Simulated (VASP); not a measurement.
**Al15As16 (a cell with a defect): single point with PBE**

Al15As16 (a cell with a defect):

```
CELL_PARAMETERS angstrom
-5.72791 5.72791 -5.72791
-5.72791 -5.72791 5.72791
5.72791 5.72791 5.72791
ATOMIC_POSITIONS crystal
Al 0.49854 0.99077 0.50000
Al 0.49854 0.75000 0.74077
Al 0.25000 0.25000 0.50000
Al 0.24223 0.00146 0.75146
Al 0.25000 0.75000 0.00000
Al 0.99077 0.49854 0.50000
Al 0.00146 0.24223 0.75146
Al 0.00146 0.00146 0.99223
Al 0.99077 0.75000 0.24854
Al 0.75000 0.49854 0.74077
Al 0.75000 0.25000 0.00000
Al 0.75000 0.99077 0.24854
Al 0.50923 0.50923 0.00777
Al 0.50923 0.25777 0.25923
Al 0.25777 0.50923 0.25923
As 0.98277 0.98277 0.73277
As 0.75000 0.24847 0.74878
As 0.75000 0.99878 0.99847
As 0.50122 0.50122 0.74969
As 0.50031 0.25153 0.00153
As 0.50122 0.99969 0.25122
As 0.24847 0.75000 0.74878
As 0.25153 0.50031 0.00153
As 0.25153 0.25153 0.25031
As 0.24847 0.99878 0.50000
As 0.99878 0.75000 0.99847
As 0.99969 0.50122 0.25122
As 0.99878 0.24847 0.50000
As 0.75000 0.75000 0.26723
As 0.75000 0.51723 0.50000
As 0.51723 0.75000 0.50000
```

This cell differs from its parent crystal: atoms taken out, then relaxed in part.

```yaml
Program: VASP 6.6.1
Task: single point
Functional: PBE
Potentials_or_basis: VASP PAW PBE potentials, release 64 (Al, As)
Cutoff: 520 eV
k_mesh: 2 × 2 × 2, shifted
Occupations: gaussian, width 0.01 eV
Spin: collinear spin
Starting_moments: "[0.0, 0.0, 0.0, 0.0, 0.0, 0.0, 0.0, 0.0, 0.0, 0.0, 0.0, 0.0, 0.0, 0.0, 0.0, 0.25, 0.0, 0.0, 0.0, 0.0, 0.0, 0.0, 0.0, 0.0, 0.0, 0.0, 0.0, 0.0, 0.25, 0.25, 0.25] μB"
```

```json
{"Largest force": "0.035 eV/Å", "Net moment": "1.00 μB per cell", "Site moments": "Al +0.00; As +0.08, +0.01 (each value once) μB", "Valence electrons inside the program's atomic spheres": "Al 0.77; As 2.83, 2.88 (each value once)"}
```

Forces in eV/Å, atoms in the order of the input:
```
Al   0.015 -0.022  0.022
Al   0.022 -0.015  0.022
Al   0.000  0.000  0.000
Al  -0.022  0.022  0.015
Al   0.000  0.000  0.000
Al   0.015  0.022 -0.022
Al  -0.022  0.015  0.022
Al  -0.015  0.022  0.022
Al  -0.022 -0.015 -0.022
Al   0.022  0.022 -0.015
Al   0.000  0.000  0.000
Al  -0.022 -0.022 -0.015
Al  -0.015 -0.022 -0.022
Al   0.022  0.015 -0.022
Al   0.022 -0.022  0.015
As   0.000  0.000  0.000
As  -0.020 -0.020  0.000
As   0.020  0.020  0.000
As   0.000  0.020  0.020
As   0.020 -0.020  0.000
As  -0.020  0.000  0.020
As  -0.020  0.000 -0.020
As   0.020  0.000 -0.020
As   0.000 -0.020 -0.020
As   0.000  0.020 -0.020
As   0.020  0.000  0.020
As  -0.020  0.020  0.000
As   0.000 -0.020  0.020
As   0.000  0.000  0.000
As   0.000  0.000  0.000
As   0.000  0.000  0.000
```

Levels at points of the mesh, in eV from the Fermi level:
Spin up:
| k point | band 61 | band 62 | band 63 | band 64 | band 65 | band 66 | band 67 | band 68 |
| --- | --- | --- | --- | --- | --- | --- | --- | --- |
| (0.25, 0.25, 0.25) | -0.61 | -0.05 | -0.05 | -0.05 | 2.25 | 2.25 | 2.25 | 2.32 |
Spin down:
| k point | band 59 | band 60 | band 61 | band 62 | band 63 | band 64 | band 65 | band 66 |
| --- | --- | --- | --- | --- | --- | --- | --- | --- |
| (0.25, 0.25, 0.25) | -0.62 | -0.59 | -0.59 | 0.09 | 0.09 | 0.09 | 2.26 | 2.26 |

It took 8.6 min on 1 thread of Intel(R) Xeon(R) Platinum 8488C (Sapphire Rapids), with other jobs on the host, peak memory 1.4 GiB.

Caveat: the k points lie up to 0.39 Å⁻¹ apart; the cell carries a net charge on a neutralising background, which shifts energy and pressure; the cell differs from its parent crystal (atoms taken out, then relaxed in part); the cell is charged against a uniform background, so pressure and absolute levels hang on convention.
